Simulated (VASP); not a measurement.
# AlN (I-4m2) in VASP: notebook

Runs on AlN. Level: r2SCAN. Tasks: single point.

All numbers are computed with VASP 6.6.1; they aren't measurements. Logs are shortened: lines on timing, memory, paths and dates and some standing lists are left out, and cuts for length are marked.

### 1 The cell of the first run

Symmetry: I-4m2, No. 119, tetragonal system. The conventional cell has a = 3.468 Å, b = 3.468 Å, c = 3.468 Å, α = 90.00°, β = 90.00°, γ = 90.00°. Al (site symmetry -4m2) has 4 N at 1.94 Å within 2.6 Å. N (site symmetry -4m2) has 4 Al at 1.94 Å within 2.6 Å.

### 2 Single point, r2SCAN

Contents of POSCAR:

```
AlN
1.0
    0.0000000000      2.4525914971      1.7339821885
    2.4525914971      0.0000000000      1.7339821885
    2.4525914971      2.4525914971      0.0000000000
Al N
1 1
Direct
    0.0000000000      0.0000000000      0.0000000000
    0.7500000000      0.7500000000      0.7500000000
```

Contents of INCAR.step1:

```
SYSTEM = AlN
  PREC = Accurate
  ENCUT = 520
  ISMEAR = 0
  SIGMA = 0.05
  LREAL = .FALSE.
  LASPH = .TRUE.
  NELM = 100
  NBANDS = 11
  GGA = PE
  ALGO = Normal
  EDIFF = 1E-4
  LWAVE = .TRUE.
  LCHARG = .FALSE.
```

Contents of INCAR.step2:

```
SYSTEM = AlN
  PREC = Accurate
  ENCUT = 520
  EDIFF = 1E-7
  ISMEAR = 0
  SIGMA = 0.05
  LREAL = .FALSE.
  LASPH = .TRUE.
  NELM = 100
  ALGO = Normal
  ISIF = 2
  LWAVE = .FALSE.
  LCHARG = .FALSE.
  METAGGA = R2SCAN
  LMIXTAU = .TRUE.
  NBANDS = 11
  ISTART = 1
```

Contents of KPOINTS:

```
regular mesh
0
G
  10 10 10
  0 0 0
```

Potentials or basis: VASP PAW PBE potentials, release 64 (Al, N).

Launch:

```bash
$ cat potpaw_PBE.64/Al/POTCAR potpaw_PBE.64/N/POTCAR > POTCAR
$ cp INCAR.step1 INCAR
$ mpirun -np 1 vasp_std > vasp.out
$ cp INCAR.step2 INCAR
$ mpirun -np 1 vasp_std > vasp.out
```

OUTCAR:

```text
SYSTEM = AlN
   PREC = Accurate
   ENCUT = 520
   EDIFF = 1E-7
   ISMEAR = 0
   LREAL = .FALSE.
   LASPH = .TRUE.
   NELM = 100
   ISIF = 2
   METAGGA = R2SCAN
   ISTART = 1

 ion  position               nearest neighbor table
   1  0.000  0.000  0.000-   2 1.94   2 1.94   2 1.94   2 1.94
   2  0.750  0.750  0.750-   1 1.94   1 1.94   1 1.94   1 1.94

  LATTYP: Found a body centered tetragonal cell.
 ALAT       =     3.4684881582
 C/A-ratio  =     0.9998489886

  Lattice vectors:

 A1 = (   0.0000000000,  -2.4525914971,  -1.7339821885)
 A2 = (   0.0000000000,   2.4525914971,  -1.7339821885)
 A3 = (   2.4525914971,   0.0000000000,   1.7339821885)

Analysis of symmetry for initial positions (statically):
=====================================================================
 Subroutine PRICEL returns:
 Original cell was already a primitive cell.

 Routine SETGRP: Setting up the symmetry group for a
 body centered tetragonal supercell.

 Subroutine GETGRP returns: Found  8 space group operations
 (whereof  8 operations were pure point group operations)
 out of a pool of 16 trial point group operations.

The static configuration has the point symmetry D_2d.

Analysis of symmetry for dynamics (positions and initial velocities):
=====================================================================
 Subroutine PRICEL returns:
 Original cell was already a primitive cell.

 Routine SETGRP: Setting up the symmetry group for a
 body centered tetragonal supercell.

 Subroutine GETGRP returns: Found  8 space group operations
 (whereof  8 operations were pure point group operations)
 out of a pool of 16 trial point group operations.

The dynamic configuration has the point symmetry D_2d.

 Subroutine INISYM returns: Found  8 space group operations
 (whereof  8 operations are pure point group operations),
 and found     1 'primitive' translations

----------------------------------------------------------------------------------------

                                     Primitive cell

  volume of cell :      20.8605

  direct lattice vectors                    reciprocal lattice vectors
     0.000000000  2.452591497  1.733982188    -0.203865993  0.203865993  0.288353596
     2.452591497  0.000000000  1.733982188     0.203865993 -0.203865993  0.288353596
     2.452591497  2.452591497  0.000000000     0.203865993  0.203865993 -0.288353596

  length of vectors
     3.003647663  3.003647663  3.468488158     0.407762777  0.407762777  0.407762777

  position of ions in fractional coordinates (direct lattice)
     0.000000000  0.000000000  0.000000000
     0.750000000  0.750000000  0.750000000

[... 88 lines left out ...]
   NUPDOWN=      -1.0000    fix difference up-down
   EMIN   =  10.00;   EMAX   =-10.00  energy-range for DOS
   EFERMI =   0.00;   METHOD = LEGACY
   ISMEAR =     0;   SIGMA  =   0.05  broadening in eV -4-tet -1-fermi 0-gaus
   EFERMI_NEDOS =   21; number of points for ismear=-14 and -15
   IALGO  =     38    algorithm
   IMIX   =      4    mixing-type and parameters
     AMIX     =   0.40;   BMIX     =  1.00
     AMIX_MAG =   1.60;   BMIX_MAG =  1.00
  volume/ion in A,a.u.               =      10.43        70.39
  Fermi-wavevector in a.u.,A,eV,Ry     =   1.189405  2.247650 19.247952  1.414685
  Thomas-Fermi vector in A             =   2.325513
   LORBIT       =      0    0 simple, 1 ext, 2 COOP (PROOUT), +10 PAW based schemes
   METAGGA = R2SCAN    functional components
   LHFCALC =     F    Hartree Fock is set to
   AEXX    =    0.0000 exact exchange contribution
   IVDW    =     0    specifies the selected vdW correction
   LEPSILON=     F    determine dielectric tensor
   LRPA    =     F    only Hartree local field effects (RPA)
 non-spin polarized calculation
 Gauss-broadening in eV      SIGMA  =   0.05
  energy-cutoff  :      520.00
  volume of cell :       20.86
 maximum number of plane-waves:       586
 NGX is ok and might be reduce to    24

 number of electron       8.0000000 magnetization

 Free energy of the ion-electron system (eV)
  ---------------------------------------------------
  ext. energy  EPLUGINS =         0.00000000
  ---------------------------------------------------
  free energy    TOTEN  =       -18.73471334 eV

  energy without entropy =      -18.73471334  energy(sigma->0) =      -18.73471334

 E-fermi :   6.9801     XC(G=0): -11.5076

 val. band max:        6.7890460470   @ k =   0.0000   0.0000   0.0000
 cond. band min:      10.3821327985   @ k =   0.5000   0.5000   0.0000
 fundamental gap:      3.5930867515
 Fermi energy:         6.9800615941

 k-point     1 :       0.0000    0.0000    0.0000
  band No.  band energies     occupation
      1      -9.8206      2.00000
      2       5.8413      2.00000
      3       5.8413      2.00000
      4       6.7890      2.00000
      5      10.5171      0.00000
      6      19.2500      0.00000
      7      19.8820      0.00000
      8      20.0897      0.00000
      9      20.0897      0.00000
     10      23.1967      0.00000
     11      23.3030      0.00000
[... 309 lines left out ...]
 k-point    24 :       0.4000    0.3000    0.0000
  band No.  band energies     occupation
      1      -7.0776      2.00000
      2       2.0570      2.00000
      3       3.1245      2.00000
      4       3.5515      2.00000
      5      12.5436      0.00000
      6      13.6424      0.00000
      7      19.2720      0.00000
      8      19.3923      0.00000
      9      23.5466      0.00000
     10      25.8502      0.00000
     11      30.1987      0.00000

 [... further k-points ...]

------------------------ aborting loop because EDIFF is reached ----------------------------------------

  FORCE on cell =-STRESS in cart. coord.  units (eV):
  Direction    XX          YY          ZZ          XY          YZ          ZX
  --------------------------------------------------------------------------------------
  -------------------------------------------------------------------------------------
  Total       -2.5977446     -2.5977446      0.9467806      0.0000000      0.0000000      0.0000000
  in kB     -199.5179474   -199.5179474     72.7168153      0.0000000      0.0000000      0.0000000
  external PRESSURE =    -108.7730265 kB  Pullay stress =       0.0000000 kB

 VOLUME and BASIS-vectors are now :
 -----------------------------------------------------------------------------
  energy-cutoff  :      520.00
  volume of cell :       20.86
      direct lattice vectors                 reciprocal lattice vectors
     0.000000000  2.452591497  1.733982188    -0.203865993  0.203865993  0.288353596
     2.452591497  0.000000000  1.733982188     0.203865993 -0.203865993  0.288353596
     2.452591497  2.452591497  0.000000000     0.203865993  0.203865993 -0.288353596

 POSITION                                       TOTAL-FORCE (eV/Angst)
 -----------------------------------------------------------------------------------
      0.00000      0.00000      0.00000         0.000000      0.000000     -0.000000
      3.67889      3.67889      2.60097        -0.000000     -0.000000      0.000000
 -----------------------------------------------------------------------------------
    total drift:                               -0.000045     -0.000045     -0.000088

  FREE ENERGIE OF THE ION-ELECTRON SYSTEM (eV)
  ---------------------------------------------------
  free  energy   TOTEN  =       -18.7347133376 eV

  energy  without entropy=      -18.7347133376  energy(sigma->0) =      -18.73471334
```

OUTCAR.step1:

```text
SYSTEM = AlN
   PREC = Accurate
   ENCUT = 520
   ISMEAR = 0
   LREAL = .FALSE.
   LASPH = .TRUE.
[... 559 lines left out ...]
      0.00000      0.00000      0.00000         0.000000      0.000000      0.000000
      3.67889      3.67889      2.60097        -0.000000     -0.000000     -0.000000
 -----------------------------------------------------------------------------------
    total drift:                                0.000001      0.000001     -0.000001

  FREE ENERGIE OF THE ION-ELECTRON SYSTEM (eV)
  ---------------------------------------------------
  free  energy   TOTEN  =       -14.4599681603 eV

  energy  without entropy=      -14.4599681603  energy(sigma->0) =      -14.45996816
```

Run time: 81 s. Hardware: 1 thread of Intel Xeon Platinum 8559C (Emerald Rapids), shared host; peak memory 0.15 GiB.

Results:

- Free energy: -18.7347 eV
- Pressure: -10.9 GPa
- Band gap on the k mesh: 3.59 eV (least direct gap 3.73 eV)

Caveat: the cell stands under tension; the PAW data sets were made with another functional, which shifts forces and pressure a little. A k mesh can miss the band edges.

### 3 Single point, r2SCAN

This run uses another cell than the first one, of the same volume but with other edges.

Contents of POSCAR:

```
AlN
1.0
    0.0000000000      1.9466231613      2.7525251501
    1.9466231613      0.0000000000      2.7525251501
    1.9466231613      1.9466231613      0.0000000000
Al N
1 1
Direct
    0.0000000000      0.0000000000      0.0000000000
    0.7500000000      0.7500000000      0.7500000000
```

Contents of INCAR.step1:

```
  PREC = Accurate
  ENCUT = 520
  ISMEAR = 0
  SIGMA = 0.05
  LREAL = F
  LASPH = T
  NELM = 100
  NBANDS = 11
  GGA = PE
  ALGO = Normal
  EDIFF = 1E-4
  LWAVE = T
  LCHARG = F
```

Contents of INCAR.step2:

```
  PREC = Accurate
  ENCUT = 520
  EDIFF = 1E-7
  ISMEAR = 0
  SIGMA = 0.05
  LREAL = F
  LASPH = T
  NELM = 100
  ALGO = Normal
  ISIF = 2
  LWAVE = F
  LCHARG = F
  METAGGA = R2SCAN
  LMIXTAU = T
  NBANDS = 11
  ISTART = 1
```

Contents of KPOINTS:

```
regular mesh
0
Gamma
  10 10 10
```

Potentials or basis: VASP PAW PBE potentials, release 64 (Al, N).

Launch:

```bash
$ cat potpaw_PBE.64/Al/POTCAR potpaw_PBE.64/N/POTCAR > POTCAR
$ cp INCAR.step1 INCAR
$ mpirun -np 1 vasp_std > vasp.out
$ cp INCAR.step2 INCAR
$ mpirun -np 1 vasp_std > vasp.out
```

OUTCAR:

```text
PREC = Accurate
   ENCUT = 520
   EDIFF = 1E-7
   ISMEAR = 0
   LREAL = F
   LASPH = T
   NELM = 100
   ISIF = 2
   METAGGA = R2SCAN
   ISTART = 1

 ion  position               nearest neighbor table
   1  0.000  0.000  0.000-   2 1.95   2 1.95   2 1.95   2 1.95
   2  0.750  0.750  0.750-   1 1.95   1 1.95   1 1.95   1 1.95

  LATTYP: Found a body centered tetragonal cell.
 ALAT       =     2.7529408755
 C/A-ratio  =     1.9996979772

  Lattice vectors:

 A1 = (  -1.9466231613,   0.0000000000,   2.7525251501)
 A2 = (   1.9466231613,   0.0000000000,   2.7525251501)
 A3 = (   0.0000000000,   1.9466231613,  -2.7525251501)

Analysis of symmetry for initial positions (statically):
=====================================================================
 Subroutine PRICEL returns:
 Original cell was already a primitive cell.

 Routine SETGRP: Setting up the symmetry group for a
 body centered tetragonal supercell.

 Subroutine GETGRP returns: Found  8 space group operations
 (whereof  8 operations were pure point group operations)
 out of a pool of 16 trial point group operations.

The static configuration has the point symmetry D_2d.

Analysis of symmetry for dynamics (positions and initial velocities):
=====================================================================
 Subroutine PRICEL returns:
 Original cell was already a primitive cell.

 Routine SETGRP: Setting up the symmetry group for a
 body centered tetragonal supercell.

 Subroutine GETGRP returns: Found  8 space group operations
 (whereof  8 operations were pure point group operations)
 out of a pool of 16 trial point group operations.

The dynamic configuration has the point symmetry D_2d.

 Subroutine INISYM returns: Found  8 space group operations
 (whereof  8 operations are pure point group operations),
 and found     1 'primitive' translations

[... 121 lines left out ...]
   AEXX    =    0.0000 exact exchange contribution
   IVDW    =     0    specifies the selected vdW correction
   LEPSILON=     F    determine dielectric tensor
   LRPA    =     F    only Hartree local field effects (RPA)
 non-spin polarized calculation
 Gauss-broadening in eV      SIGMA  =   0.05
  energy-cutoff  :      520.00
  volume of cell :       20.86
 maximum number of plane-waves:       580
 NGX is ok and might be reduce to    28

 number of electron       8.0000000 magnetization

 Free energy of the ion-electron system (eV)
  ---------------------------------------------------
  ext. energy  EPLUGINS =         0.00000000
  ---------------------------------------------------
  free energy    TOTEN  =       -17.77306056 eV

  energy without entropy =      -17.77306056  energy(sigma->0) =      -17.77306056

 E-fermi :   7.8725     XC(G=0): -11.5163

 val. band max:        7.5825773781   @ k =  -0.2000   0.2000   0.0000
 cond. band min:       9.2125297304   @ k =   0.0000   0.0000   0.0000
 fundamental gap:      1.6299523523
 Fermi energy:         7.8724774901

 k-point     1 :       0.0000    0.0000    0.0000
  band No.  band energies     occupation
      1      -9.7306      2.00000
      2       4.4277      2.00000
      3       7.1896      2.00000
      4       7.1896      2.00000
      5       9.2125      0.00000
      6      18.0179      0.00000
      7      18.7949      0.00000
      8      19.7380      0.00000
      9      19.7381      0.00000
     10      22.6163      0.00000
     11      29.0987      0.00000
[... 309 lines left out ...]
 k-point    24 :       0.4000    0.3000    0.0000
  band No.  band energies     occupation
      1      -8.3640      2.00000
      2      -0.1491      2.00000
      3       5.8466      2.00000
      4       6.6852      2.00000
      5      13.0723      0.00000
      6      14.8020      0.00000
      7      19.7953      0.00000
      8      22.7882      0.00000
      9      22.8080      0.00000
     10      28.0784      0.00000
     11      30.0943      0.00000

 [... further k-points ...]

------------------------ aborting loop because EDIFF is reached ----------------------------------------

  FORCE on cell =-STRESS in cart. coord.  units (eV):
  Direction    XX          YY          ZZ          XY          YZ          ZX
  --------------------------------------------------------------------------------------
  -------------------------------------------------------------------------------------
  Total        4.3357589      4.3357589    -10.6246021      0.0000000      0.0000000      0.0000000
  in kB      333.0049123    333.0049123   -816.0150971      0.0000000      0.0000000      0.0000000
  external PRESSURE =     -50.0017575 kB  Pullay stress =       0.0000000 kB

 VOLUME and BASIS-vectors are now :
 -----------------------------------------------------------------------------
  energy-cutoff  :      520.00
  volume of cell :       20.86
      direct lattice vectors                 reciprocal lattice vectors
     0.000000000  1.946623161  2.752525150    -0.256855055  0.256855055  0.181651383
     1.946623161  0.000000000  2.752525150     0.256855055 -0.256855055  0.181651383
     1.946623161  1.946623161  0.000000000     0.256855055  0.256855055 -0.181651383

 POSITION                                       TOTAL-FORCE (eV/Angst)
 -----------------------------------------------------------------------------------
      0.00000      0.00000      0.00000        -0.000000     -0.000000      0.000000
      2.91993      2.91993      4.12879         0.000000      0.000000      0.000000
 -----------------------------------------------------------------------------------
    total drift:                                0.001974      0.001974      0.002252

  FREE ENERGIE OF THE ION-ELECTRON SYSTEM (eV)
  ---------------------------------------------------
  free  energy   TOTEN  =       -17.7730605647 eV

  energy  without entropy=      -17.7730605647  energy(sigma->0) =      -17.77306056
```

OSZICAR.step1:

```text
N       E                     dE             d eps       ncg     rms          rms(c)
DAV:   1     0.116615210147E+02    0.11662E+02   -0.38068E+03  2292   0.601E+02
DAV:   2    -0.149645528841E+02   -0.26626E+02   -0.25276E+02  2662   0.134E+02
DAV:   3    -0.159029050949E+02   -0.93835E+00   -0.93716E+00  2846   0.242E+01
DAV:   4    -0.159072453452E+02   -0.43403E-02   -0.43400E-02  2521   0.176E+00
DAV:   5    -0.159072963774E+02   -0.51032E-04   -0.51032E-04  2753   0.180E-01    0.836E+00
DAV:   6    -0.135713914343E+02    0.23359E+01   -0.11514E+01  2646   0.170E+01    0.271E+00
DAV:   7    -0.135645467279E+02    0.68447E-02   -0.19965E-01  2415   0.364E+00    0.197E+00
DAV:   8    -0.135530805787E+02    0.11466E-01   -0.39463E-02  2508   0.177E+00    0.605E-01
DAV:   9    -0.135509002376E+02    0.21803E-02   -0.67491E-03  2667   0.517E-01    0.205E-01
DAV:  10    -0.135509439541E+02   -0.43716E-04   -0.52792E-04  2472   0.162E-01
   1 F= -.13550944E+02 E0= -.13550944E+02  d E =-.114797E-15
```

Run time: 93 s. Hardware: 1 thread of Intel Xeon Platinum 8559C (Emerald Rapids), shared host; peak memory 0.15 GiB.

What came out:

- Free energy: -17.7731 eV
- Pressure: -5.0 GPa
- Band gap on the k mesh: 1.63 eV (least direct gap 2.02 eV)

Caveat: the cell stands under tension; the PAW data sets were made with another functional, which shifts forces and pressure a little. A k mesh can miss the band edges.
